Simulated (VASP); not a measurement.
# Mg in VASP: notebook, part 2 of 2

VASP 6.6.1. Earlier steps stand in the parts before.

**5. Single point, PBE**

INCAR

```
SYSTEM = Mg
PREC     = Accurate       ! precision mode
ENCUT    = 520            ! plane-wave cutoff, eV
EDIFF    = 1E-6           ! SCF threshold, eV
ISMEAR   = -1             ! smearing method
SIGMA    = 0.08           ! smearing width, eV
LREAL    = .FALSE.        ! projectors in reciprocal space
LASPH    = .TRUE.         ! aspherical terms in the spheres
NELM     = 80             ! most SCF steps
ALGO     = Normal         ! electronic algorithm
ISIF     = 2              ! what is computed and relaxed
LWAVE    = .FALSE.        ! write WAVECAR
LCHARG   = .FALSE.        ! write CHGCAR
LDIPOL   = .TRUE.       
IDIPOL   = 3            
DIPOL    = 0.5 0.5 0.500
GGA      = PE             ! functional
NBANDS   = 12             ! bands
EFIELD   = -0.3
```

KPOINTS

```
Automatic mesh
0
G
  13 8 1
  0 0 0
```

POSCAR

```
Mg
1.0
    3.1995580529      0.0000000000      0.0000000000
    0.0000000000      5.1808918026      0.0000000000
    0.0000000000      0.0000000000     19.6945000000
Mg
4
Direct
    0.0000000000      0.7500000000      0.4147240108
    0.5000000000      0.2500000000      0.4455912628
    0.5000000000      0.7500000000      0.5544087449
    0.0000000000      0.2500000000      0.5852759815
```

Potentials or basis: VASP PAW PBE potentials, release 64 (Mg).

On the command line:

```
> cat potpaw_PBE.64/Mg/POTCAR > POTCAR
> mpirun -np 1 vasp_std > vasp.out
```

OUTCAR:

```text
SYSTEM = Mg
   PREC = Accurate
   ENCUT = 520
   EDIFF = 1E-6
   ISMEAR = -1
   LREAL = .FALSE.
   LASPH = .TRUE.
   NELM = 80
   ISIF = 2
   GGA = PE

 ion  position               nearest neighbor table
   1  0.000  0.750  0.415-   2 3.10   2 3.10   2 3.10   2 3.10   3 3.18   3 3.18
   2  0.500  0.250  0.446-   1 3.10   1 3.10   1 3.10   1 3.10   4 3.18   4 3.18   3 3.36   3 3.36

   3  0.500  0.750  0.554-   4 3.10   4 3.10   4 3.10   4 3.10   1 3.18   1 3.18   2 3.36   2 3.36

   4  0.000  0.250  0.585-   3 3.10   3 3.10   3 3.10   3 3.10   2 3.18   2 3.18
[... 571 lines left out ...]
  -------------------------------------------------------------------------------------
  Total       -1.2443648     -0.5802122     -0.0690248      0.0000000      0.0000000      0.0000000
  in kB       -6.1068720     -2.8474622     -0.3387475      0.0000000      0.0000000      0.0000000
  external PRESSURE =      -3.0976939 kB  Pullay stress =       0.0000000 kB

 VOLUME and BASIS-vectors are now :
 -----------------------------------------------------------------------------
  energy-cutoff  :      520.00
  volume of cell :      326.47
      direct lattice vectors                 reciprocal lattice vectors
     3.199558053  0.000000000  0.000000000     0.312543165  0.000000000  0.000000000
     0.000000000  5.180891803  0.000000000     0.000000000  0.193016963  0.000000000
     0.000000000  0.000000000 19.694500000     0.000000000  0.000000000  0.050775597

 POSITION                                       TOTAL-FORCE (eV/Angst)
 -----------------------------------------------------------------------------------
      0.00000      3.88567      8.16778         0.000000      0.000000      0.010728
      1.59978      1.29522      8.77570         0.000000      0.000000     -0.004843
      1.59978      3.88567     10.91880         0.000000      0.000000     -0.003874
      0.00000      1.29522     11.52672         0.000000      0.000000     -0.002010
 -----------------------------------------------------------------------------------
    total drift:                                0.000000     -0.000000      0.000019

  FREE ENERGIE OF THE ION-ELECTRON SYSTEM (eV)
  ---------------------------------------------------
  free  energy   TOTEN  =        -4.8134267112 eV

  energy  without entropy=       -4.7781841640  energy(sigma->0) =       -4.79580544

 vacuum level on the upper side and lower side of the slab         3.643        -0.051
```

stdout:

```text
POSCAR found type information on POSCAR Mg
 POSCAR found :  1 types and       4 ions
 scaLAPACK will be used
 LDA part: xc-table for (Slater+PW92), standard interpolation
 POSCAR, INCAR and KPOINTS ok, starting setup
 FFT: planning ... GRIDC
 FFT: planning ... GRID_SOFT
 FFT: planning ... GRID
 WAVECAR not read
 entering main loop
```

Run time: 1.8 min. Hardware: 1 thread of AMD EPYC 9R45 (Zen 5), shared host; peak memory 0.39 GiB.

Results:

* Free energy: -4.8134 eV
* Largest force: 0.011 eV/Å
* Band gap on the k mesh: zero (bands 4 and 5 overlap by 1.54 eV)

Forces in eV/Å, atoms in the order of the input:
```
Mg   0.000  0.000  0.011
Mg   0.000  0.000 -0.005
Mg   0.000  0.000 -0.004
Mg   0.000  0.000 -0.002
```

**6. Single point, PBE**

INCAR

```
PREC = Accurate
ENCUT = 520
EDIFF = 1E-6
ISMEAR = -1
SIGMA = 0.08
LREAL = False
LASPH = True
NELM = 100
ALGO = Normal
ISIF = 2
LWAVE = False
LCHARG = False
GGA = PE
NBANDS = 12
```

KPOINTS

```
Automatic mesh
0
Gamma
  13 8 1
```

POSCAR is that of step 5.

Potentials or basis: VASP PAW PBE potentials, release 64 (Mg).

On the command line:

```
> cat potpaw_PBE.64/Mg/POTCAR > POTCAR
> mpirun -np 1 vasp_std > vasp.out
```

OUTCAR:

```text
PREC = Accurate
   ENCUT = 520
   EDIFF = 1E-6
   ISMEAR = -1
   LREAL = False
   LASPH = True
   NELM = 100
   ISIF = 2
   GGA = PE

 ion  position               nearest neighbor table
   1  0.000  0.750  0.415-   2 3.10   2 3.10   2 3.10   2 3.10   3 3.18   3 3.18
   2  0.500  0.250  0.446-   1 3.10   1 3.10   1 3.10   1 3.10   4 3.18   4 3.18   3 3.36   3 3.36

   3  0.500  0.750  0.554-   4 3.10   4 3.10   4 3.10   4 3.10   1 3.18   1 3.18   2 3.36   2 3.36

   4  0.000  0.250  0.585-   3 3.10   3 3.10   3 3.10   3 3.10   2 3.18   2 3.18

  LATTYP: Found a simple orthorhombic cell.
 ALAT       =     3.1995580529
 B/A-ratio  =     1.6192523208
 C/A-ratio  =     6.1553813603

  Lattice vectors:

 A1 = (   3.1995580529,   0.0000000000,   0.0000000000)
 A2 = (   0.0000000000,   5.1808918026,   0.0000000000)
 A3 = (   0.0000000000,   0.0000000000,  19.6945000000)

Analysis of symmetry for initial positions (statically):
=====================================================================
 Subroutine PRICEL returns:
 Original cell was already a primitive cell.

 Routine SETGRP: Setting up the symmetry group for a
 simple orthorhombic supercell.

 Subroutine GETGRP returns: Found  8 space group operations
 (whereof  4 operations were pure point group operations)
 out of a pool of  8 trial point group operations.

The static configuration has the point symmetry C_2h.
 The point group associated with its full space group is D_2h.

Analysis of symmetry for dynamics (positions and initial velocities):
=====================================================================
 Subroutine PRICEL returns:
 Original cell was already a primitive cell.

 Routine SETGRP: Setting up the symmetry group for a
 simple orthorhombic supercell.

 Subroutine GETGRP returns: Found  8 space group operations
 (whereof  4 operations were pure point group operations)
 out of a pool of  8 trial point group operations.

The dynamic configuration has the point symmetry C_2h.
 The point group associated with its full space group is D_2h.

 Subroutine INISYM returns: Found  8 space group operations
 (whereof  4 operations are pure point group operations),
 and found     1 'primitive' translations

----------------------------------------------------------------------------------------

                                     Primitive cell

  volume of cell :     326.4671

  direct lattice vectors                    reciprocal lattice vectors
     3.199558053  0.000000000  0.000000000     0.312543165  0.000000000  0.000000000
     0.000000000  5.180891803  0.000000000     0.000000000  0.193016963  0.000000000
     0.000000000  0.000000000 19.694500000     0.000000000  0.000000000  0.050775597

  length of vectors
     3.199558053  5.180891803 19.694500000     0.312543165  0.193016963  0.050775597

  position of ions in fractional coordinates (direct lattice)
     0.000000000  0.750000000  0.414724011
     0.500000000  0.250000000  0.445591263
     0.500000000  0.750000000  0.554408745
     0.000000000  0.250000000  0.585275981

  ion indices of the primitive-cell ions
   primitive index   ion index
                 1           1
                 2           2
                 3           3
                 4           4

----------------------------------------------------------------------------------------
[... 51 lines left out ...]
 [... further k-points ...]
   k-points           NKPTS =     35   k-points in BZ     NKDIM =     35   number of bands    NBANDS=     12
   number of dos      NEDOS =    301   number of ions     NIONS =      4
   total plane-waves  NPLWV = 144000
   dimension x,y,z NGX =    24 NGY =   40 NGZ =  150
   dimension x,y,z NGXF=    48 NGYF=   80 NGZF=  300
   ions per type =               4
   NGX,Y,Z   is equivalent  to a cutoff of  12.47, 12.84, 12.66 a.u.
   NGXF,Y,Z  is equivalent  to a cutoff of  24.94, 25.67, 25.32 a.u.
 SYSTEM =  unknown system
   PREC   = accura    normal or accurate (medium, high low for compatibility)
   ISTART =      0    job   : 0-new  1-cont  2-samecut
   ICHARG =      2    charge: 1-file 2-atom 10-const
   ISPIN  =      1    spin polarized calculation?
   LNONCOLLINEAR =      F non collinear calculations
   LSORBIT =      F    spin-orbit coupling
   LASPH  =      T    aspherical Exc in radial PAW
   ENCUT  =  520.0 eV  38.22 Ry    6.18 a.u.   5.95  9.63 36.62*2*pi/ulx,y,z
   NELM   =    100;   NELMIN=  2; NELMDL= -5     # of ELM steps
   EDIFF  = 0.1E-05   stopping-criterion for ELM
   LREAL  =      F    real-space projection
   EDIFFG = 0.1E-04   stopping-criterion for IOM
   NSW    =      0    number of steps for IOM
   IBRION =     -1    ionic relax: 0-MD 1-quasi-New 2-CG
   NFREE  =      0    steps in history (QN), initial steepest desc. (CG)
   ISIF   =      2    stress and relaxation
   ISYM   =      2    0-nonsym 1-usesym 2-fastsym
   POTIM  = 0.5000    time-step for ionic-motion
   TEBEG  =    0.0;   TEEND  =   0.0 temperature during run
   PSTRESS=    0.0 pullay stress
   NELECT =       8.0000    total number of electrons
   NUPDOWN=      -1.0000    fix difference up-down
   EMIN   =  10.00;   EMAX   =-10.00  energy-range for DOS
   EFERMI =   0.00;   METHOD = LEGACY
   ISMEAR =    -1;   SIGMA  =   0.08  broadening in eV -4-tet -1-fermi 0-gaus
   EFERMI_NEDOS =   21; number of points for ismear=-14 and -15
   IALGO  =     38    algorithm
   IMIX   =      4    mixing-type and parameters
     AMIX     =   0.40;   BMIX     =  1.00
     AMIX_MAG =   1.60;   BMIX_MAG =  1.00
  volume/ion in A,a.u.               =      81.62       550.78
  Fermi-wavevector in a.u.,A,eV,Ry     =   0.475509  0.898581  3.076391  0.226108
  Thomas-Fermi vector in A             =   1.470392
   LORBIT       =      0    0 simple, 1 ext, 2 COOP (PROOUT), +10 PAW based schemes
   GGA     = PE    functional components
   LHFCALC =     F    Hartree Fock is set to
   AEXX    =    0.0000 exact exchange contribution
   IVDW    =     0    specifies the selected vdW correction
   LEPSILON=     F    determine dielectric tensor
   LRPA    =     F    only Hartree local field effects (RPA)
 non-spin polarized calculation
  energy-cutoff  :      520.00
  volume of cell :      326.47
 maximum number of plane-waves:      8844
 NGX is ok and might be reduce to    24
   NGX = 11   NGY = 19   NGZ = 73

 number of electron       8.0000000 magnetization

 Free energy of the ion-electron system (eV)
  ---------------------------------------------------
  ext. energy  EPLUGINS =         0.00000000
  ---------------------------------------------------
  free energy    TOTEN  =        -4.78470966 eV

  energy without entropy =       -4.74944195  energy(sigma->0) =       -4.76707581

 E-fermi :  -1.8610     XC(G=0):  -3.2827

 val. band max:       -1.9032204709   @ k =   0.1538   0.0000   0.0000
 cond. band min:      -1.8433641845   @ k =   0.3846   0.1250   0.0000
 fundamental gap:      0.0598562865
 Fermi energy:        -1.8609686063

 k-point     1 :       0.0000    0.0000    0.0000
  band No.  band energies     occupation
      1      -8.0216      2.00000
      2      -5.8430      2.00000
      3      -2.8716      1.99999
      4      -2.8521      1.99999
      5      -2.2306      1.98050
      6      -0.8938      0.00001
      7      -0.1639      0.00000
      8       0.1009      0.00000
      9       1.3608      0.00000
     10       2.1398      0.00000
     11       2.4049      0.00000
     12       2.5074      0.00000
[... 331 lines left out ...]
 k-point    24 :       0.1538    0.3750    0.0000
  band No.  band energies     occupation
      1      -6.8963      2.00000
      2      -5.5487      2.00000
      3      -4.6815      2.00000
      4      -3.3639      2.00000
      5      -1.7736      0.50228
      6      -0.5345      0.00000
      7       1.1525      0.00000
      8       2.1963      0.00000
      9       2.3697      0.00000
     10       2.5118      0.00000
     11       2.8725      0.00000
     12       3.3974      0.00000

 [... further k-points ...]
[... 5 lines left out ...]
  --------------------------------------------------------------------------------------
  -------------------------------------------------------------------------------------
  Total       -1.2642379     -0.5985876     -0.0330620      0.0000000      0.0000000      0.0000000
  in kB       -6.2044017     -2.9376415     -0.1622558      0.0000000      0.0000000      0.0000000
  external PRESSURE =      -3.1014330 kB  Pullay stress =       0.0000000 kB

 VOLUME and BASIS-vectors are now :
 -----------------------------------------------------------------------------
  energy-cutoff  :      520.00
  volume of cell :      326.47
      direct lattice vectors                 reciprocal lattice vectors
     3.199558053  0.000000000  0.000000000     0.312543165  0.000000000  0.000000000
     0.000000000  5.180891803  0.000000000     0.000000000  0.193016963  0.000000000
     0.000000000  0.000000000 19.694500000     0.000000000  0.000000000  0.050775597

 POSITION                                       TOTAL-FORCE (eV/Angst)
 -----------------------------------------------------------------------------------
      0.00000      3.88567      8.16778         0.000000     -0.000000      0.009608
      1.59978      1.29522      8.77570         0.000000     -0.000000     -0.000267
      1.59978      3.88567     10.91880         0.000000     -0.000000      0.000267
      0.00000      1.29522     11.52672         0.000000      0.000000     -0.009608
 -----------------------------------------------------------------------------------
    total drift:                                0.000000     -0.000000     -0.000000

  FREE ENERGIE OF THE ION-ELECTRON SYSTEM (eV)
  ---------------------------------------------------
  free  energy   TOTEN  =        -4.7847096632 eV

  energy  without entropy=       -4.7494419517  energy(sigma->0) =       -4.76707581
```

stdout:

```text
POSCAR found type information on POSCAR Mg
 POSCAR found :  1 types and       4 ions
 scaLAPACK will be used
 LDA part: xc-table for (Slater+PW92), standard interpolation
 POSCAR, INCAR and KPOINTS ok, starting setup
 FFT: planning ... GRIDC
 FFT: planning ... GRID_SOFT
 FFT: planning ... GRID
 WAVECAR not read
 entering main loop
```

Run time: 94 s. Hardware: 1 thread of AMD EPYC 9R45 (Zen 5), shared host; peak memory 0.39 GiB.

Results:

| Item | Value |
| --- | --- |
| Free energy | -4.7847 eV |
| Largest force | 0.010 eV/Å |
| Band gap on the k mesh | zero (bands 4 and 5 overlap by 1.54 eV) |

Forces on the atoms (eV/Å):
```
Mg   0.000  0.000  0.010
Mg   0.000  0.000  0.000
Mg   0.000  0.000  0.000
Mg   0.000  0.000 -0.010
```

Caveat: there is no dipole correction, which matters where the two faces differ.

**7. Summary**

```tsv
cell	dipole correction	electric field (eV/Å)	gap on the mesh (eV)	largest force (eV/Å)
as given, atomic positions A	yes	-	none	0.13
as given, atomic positions B	yes	-	none	0.01
as given, atomic positions B	yes	-0.3 eV/Å	none	0.01
as given, atomic positions B	no	-	none	0.01
```

Alike in all rows: task single point; level PBE; potentials or basis VASP PAW PBE potentials, release 64 (Mg); no spin polarisation; k mesh 13 × 8 × 1; cutoff (eV) 520; smearing fermi-dirac 0.08 eV.

Caveats: there is no dipole correction, which matters where the two faces differ (at least some runs).

Total energies depend on the potentials used, so only differences within one code and one set of settings carry meaning.

The gap in the log of VASP goes by the Fermi energy; the results here count the filled bands.